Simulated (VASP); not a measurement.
**Ag: single point with LDA**

Ag:

```xyz
1
Lattice="0.0000 2.1044 2.0431 2.1044 0.0000 2.0431 2.1044 2.1044 0.0000" Properties=species:S:1:pos:R:3 pbc="T T T"
Ag    0.0000    0.0000    0.0000
```

This cell differs from its parent crystal: equal xx and yy strain of +3 %.

```json
{"Program": "VASP 6.6.1", "Task": "single point", "Functional": "LDA", "Potentials or basis": "VASP PAW LDA potentials, release 64 (Ag)", "Cutoff": "520 eV", "k mesh": "15 × 15 × 15", "Occupations": "fermi-dirac, width 0.05 eV", "Spin": "no spin polarisation"}
```

```yaml
Pressure: -11.9 GPa
```

Stress tensor (GPa, compression positive):
```
-11.90   0.00   0.00
  0.00 -11.90   0.00
  0.00   0.00 -11.82
```

Levels at points of the mesh, in eV from the Fermi level:
| k point | band 3 | band 4 | band 5 | band 6 | band 7 | band 8 | band 9 | band 10 |
| --- | --- | --- | --- | --- | --- | --- | --- | --- |
| (0.00, 0.00, 0.00) | -4.72 | -4.55 | -3.81 | -3.64 | 15.80 | 18.83 | 18.83 | 19.13 |

Run time: 47 s on 1 thread of Intel Xeon 8259CL (shared host), peak memory 0.18 GiB.

Caveat: the cell differs from its parent crystal (equal xx and yy strain of +3 %).
